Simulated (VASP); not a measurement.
# NiI2 (Fm-3m) in VASP: single point with LDA+U

Aim: the single point of NiI2 with LDA+U.

Program: VASP 6.6.1. These are calculated values, not measurements. Logs are shortened: lines on timing, memory, paths and dates and some standing lists are left out, and cuts for length are marked.

## 1. The cell of the first run

The structure is cubic, space group Fm-3m (No. 225). The conventional cell has a = 6.927 Å, b = 6.927 Å, c = 6.927 Å, α = 90.00°, β = 90.00°, γ = 90.00°. Within 3.9 Å of Ni (site symmetry m-3m) lie 8 I at 3.00 Å. Within 3.9 Å of I (site symmetry -43m) lie 4 Ni at 3.00 Å and 6 I at 3.46 Å.

## 2. Single point, LDA+U, collinear spin, ferromagnetic start

Contents of INCAR:

```
SYSTEM = NiI2
PREC = Accurate
ENCUT = 520
EDIFF = 1E-6
ISMEAR = 0
SIGMA = 0.05
LREAL = .FALSE.
LASPH = .TRUE.
NELM = 150
ALGO = Normal
ISIF = 2
LWAVE = .FALSE.
LCHARG = .FALSE.
ISPIN = 2
MAGMOM = 2 2 0 0 0 0
LORBIT = 11
LMAXMIX = 4
LDAU = .TRUE.
LDAUTYPE = 2
LDAUL = 2 -1
LDAUU = 7 0
LDAUJ = 0 0
LDAUPRINT = 1
NBANDS = 37
```

Contents of KPOINTS:

```
Automatic mesh
0
G
  5 5 5
  0 0 0
```

Contents of POSCAR:

```
NiI2
1.0
    0.0000000000      3.4633198400      3.4633198400
    6.9266396800      3.4633198400      3.4633198400
    6.9266396800      6.9266396800      0.0000000000
Ni I
2 4
Direct
    0.0000000000      0.0000000000      0.0000000000
    0.0000000000      0.0000000000      0.5000000000
    0.2500000000      0.2500000000      0.0000000000
    0.7500000000      0.7500000000      0.0000000000
    0.2500000000      0.2500000000      0.5000000000
    0.7500000000      0.7500000000      0.5000000000
```

Potentials or basis: VASP PAW LDA potentials, release 64 (Ni, I).

On the command line:

```
> cat potpaw_LDA.64/Ni/POTCAR potpaw_LDA.64/I/POTCAR > POTCAR
> mpirun -np 1 vasp_std > vasp.out
```

OUTCAR:

```text
SYSTEM = NiI2
   PREC = Accurate
   ENCUT = 520
   EDIFF = 1E-6
   ISMEAR = 0
   LREAL = .FALSE.
   LASPH = .TRUE.
   NELM = 150
   ISIF = 2
   ISPIN = 2
   LORBIT = 11

 ion  position               nearest neighbor table
   1  0.000  0.000  0.000-   4 3.00   3 3.00   3 3.00   4 3.00   6 3.00   5 3.00   5 3.00   6 3.00

   2  0.000  0.000  0.500-   6 3.00   5 3.00   4 3.00   5 3.00   6 3.00   3 3.00   3 3.00   4 3.00

   3  0.250  0.250  0.000-   1 3.00   2 3.00   1 3.00   2 3.00   6 3.46   4 3.46   6 3.46   4 3.46
                             6 3.46   6 3.46
   4  0.750  0.750  0.000-   1 3.00   2 3.00   2 3.00   1 3.00   3 3.46   5 3.46   5 3.46   3 3.46
                             5 3.46   5 3.46
   5  0.250  0.250  0.500-   2 3.00   1 3.00   1 3.00   2 3.00   4 3.46   4 3.46   6 3.46   6 3.46
                             4 3.46   4 3.46
   6  0.750  0.750  0.500-   2 3.00   1 3.00   1 3.00   2 3.00   3 3.46   5 3.46   3 3.46   5 3.46
                             3 3.46   3 3.46

  LATTYP: Found a simple tetragonal cell.
 ALAT       =     4.8978738886
 C/A-ratio  =     1.4142135624

  Lattice vectors:

 A1 = (   0.0000000000,  -3.4633198400,   3.4633198400)
 A2 = (   0.0000000000,  -3.4633198400,  -3.4633198400)
 A3 = (   6.9266396800,   0.0000000000,   0.0000000000)

Analysis of symmetry for initial positions (statically):
=====================================================================
 Subroutine PRICEL returns following result:

  LATTYP: Found a face centered cubic cell.
 ALAT       =     6.9266396800
[... 12 lines left out ...]
 Subroutine GETGRP returns: Found 16 space group operations
 (whereof 16 operations were pure point group operations)
 out of a pool of 16 trial point group operations.

The static configuration has the point symmetry D_4h.

Analysis of symmetry for dynamics (positions and initial velocities):
=====================================================================
 Subroutine PRICEL returns following result:

  LATTYP: Found a face centered cubic cell.
 ALAT       =     6.9266396800
[... 12 lines left out ...]
 Subroutine GETGRP returns: Found 16 space group operations
 (whereof 16 operations were pure point group operations)
 out of a pool of 16 trial point group operations.

The dynamic configuration has the point symmetry D_4h.

Analysis of structural, dynamic, and magnetic symmetry:
=====================================================================
 Subroutine PRICEL returns following result:

  LATTYP: Found a face centered cubic cell.
 ALAT       =     6.9266396800
[... 12 lines left out ...]
 Subroutine GETGRP returns: Found 16 space group operations
 (whereof 16 operations were pure point group operations)
 out of a pool of 16 trial point group operations.
[... 205 lines left out ...]

 Free energy of the ion-electron system (eV)
  ---------------------------------------------------
  ext. energy  EPLUGINS =         0.00000000
  ---------------------------------------------------
  free energy    TOTEN  =       -10.51166064 eV

  energy without entropy =      -10.49851269  energy(sigma->0) =      -10.50508667

 E-fermi :   5.5967     XC(G=0):  -9.7433

 val. band max:        5.5872541436   @ k =   0.2000   0.0000   0.0000
 cond. band min:       5.6034698956   @ k =  -0.2000   0.2000   0.2000
 fundamental gap:      0.0162157520
 Fermi energy:         5.5966662070

 spin component 1

 k-point     1 :       0.0000    0.0000    0.0000
  band No.  band energies     occupation
      1      -8.8281      1.00000
      2      -7.8871      1.00000
      3      -7.0821      1.00000
      4      -6.1957      1.00000
      5      -0.6962      1.00000
      6       0.3881      1.00000
[... 691 lines left out ...]
     35      11.4700      0.00000
     36      11.8013      0.00000
 Fermi energy:         5.5966662070

 spin component 2

 k-point     1 :       0.0000    0.0000    0.0000
  band No.  band energies     occupation
      1      -8.6266      1.00000
      2      -7.6760      1.00000
      3      -6.8377      1.00000
      4      -5.9689      1.00000
      5      -0.5210      1.00000
      6       0.8841      1.00000
[... 691 lines left out ...]
     35      11.6746      0.00000
     36      11.9513      0.00000
 [bands above 36 left out]

------------------------ aborting loop because EDIFF is reached ----------------------------------------

  FORCE on cell =-STRESS in cart. coord.  units (eV):
  Direction    XX          YY          ZZ          XY          YZ          ZX
  --------------------------------------------------------------------------------------
  -------------------------------------------------------------------------------------
  Total       -2.0222420     -2.2265118     -2.2265118      0.0000000      0.0000000      0.0000000
  in kB      -19.4987113    -21.4683066    -21.4683066      0.0000000      0.0000000      0.0000000
  external PRESSURE =     -20.8117749 kB  Pullay stress =       0.0000000 kB

 VOLUME and BASIS-vectors are now :
 -----------------------------------------------------------------------------
  energy-cutoff  :      520.00
  volume of cell :      166.16
      direct lattice vectors                 reciprocal lattice vectors
     0.000000000  3.463319840  3.463319840    -0.144370149  0.144370149  0.144370149
     6.926639680  3.463319840  3.463319840     0.144370149 -0.144370149  0.144370149
     6.926639680  6.926639680  0.000000000     0.000000000  0.144370149 -0.144370149

 POSITION                                       TOTAL-FORCE (eV/Angst)
 -----------------------------------------------------------------------------------
      0.00000      0.00000      0.00000        -0.000000      0.000000      0.000000
      3.46332      3.46332      0.00000        -0.000000      0.000000      0.000000
      1.73166      1.73166      1.73166        -0.000000     -0.000000      0.000000
      5.19498      5.19498      5.19498         0.000000     -0.000000     -0.000000
      5.19498      5.19498      1.73166         0.000000      0.000000      0.000000
      8.65830      8.65830      5.19498        -0.000000     -0.000000     -0.000000
 -----------------------------------------------------------------------------------
    total drift:                               -0.000000      0.000000      0.000000

  FREE ENERGIE OF THE ION-ELECTRON SYSTEM (eV)
  ---------------------------------------------------
  free  energy   TOTEN  =       -10.5116606440 eV

  energy  without entropy=      -10.4985126911  energy(sigma->0) =      -10.50508667

 total charge

# of ion       s       p       d       tot
------------------------------------------
    1        0.228   0.184   8.624   9.036
    2        0.228   0.184   8.624   9.036
    3        1.548   2.671   0.032   4.252
    4        1.548   2.671   0.032   4.252
    5        1.548   2.671   0.032   4.252
    6        1.548   2.671   0.032   4.252
--------------------------------------------------
tot          6.650  11.052  17.375  35.078

 magnetization (x)

# of ion       s       p       d       tot
------------------------------------------
    1       -0.001  -0.001   1.045   1.044
    2       -0.001  -0.001   1.045   1.044
    3        0.004   0.266  -0.000   0.270
    4        0.004   0.266  -0.000   0.270
    5        0.004   0.266  -0.000   0.270
    6        0.004   0.266  -0.000   0.270
--------------------------------------------------
tot          0.016   1.063   2.089   3.168
```

OSZICAR:

```text
N       E                     dE             d eps       ncg     rms          rms(c)
DAV:   1     0.346761589330E+03    0.34676E+03   -0.19262E+04  2664   0.120E+03
[... 22 lines left out ...]
DAV:  24    -0.105117496539E+02    0.84200E-03   -0.13641E-03  3488   0.260E-01    0.116E-01
DAV:  25    -0.105116539593E+02    0.95695E-04   -0.54893E-04  3529   0.162E-01    0.337E-02
DAV:  26    -0.105116617189E+02   -0.77596E-05   -0.61148E-05  3781   0.576E-02    0.286E-02
DAV:  27    -0.105116715051E+02   -0.97862E-05   -0.10938E-04  3143   0.481E-02    0.307E-02
DAV:  28    -0.105117034594E+02   -0.31954E-04   -0.28967E-05  3339   0.336E-02    0.525E-02
DAV:  29    -0.105116607632E+02    0.42696E-04   -0.12448E-04  3255   0.625E-02    0.644E-03
DAV:  30    -0.105116606440E+02    0.11923E-06   -0.17068E-06  1868   0.762E-03
   1 F= -.10511661E+02 E0= -.10505087E+02  d E =-.131480E-01  mag=     3.4864
```

It took 28 min on 1 thread of AMD EPYC 7R13, shared host; peak memory 0.43 GiB.

Results:

- Free energy: -10.5117 eV
- Pressure: -2.1 GPa
- Net moment: 3.49 μB per cell
- Site moments: Ni +1.04; I +0.27 μB
- Valence electrons inside the program's atomic spheres: Ni 9.04; I 4.25

Eigenvalues of the final occupation matrices:
```
    site  spin  trace               eigenvalues
site 1 d     1   4.85  0.96 0.96 0.98 0.98 0.98
site 1 d     2   3.80  0.63 0.63 0.63 0.95 0.95
site 2 d     1   4.85  0.96 0.96 0.98 0.98 0.98
site 2 d     2   3.80  0.63 0.63 0.63 0.95 0.95
```

Caveat: spin-orbit coupling is left out, which moves the levels of the heavy elements. The state reached can hang on the start; a lower one may exist.
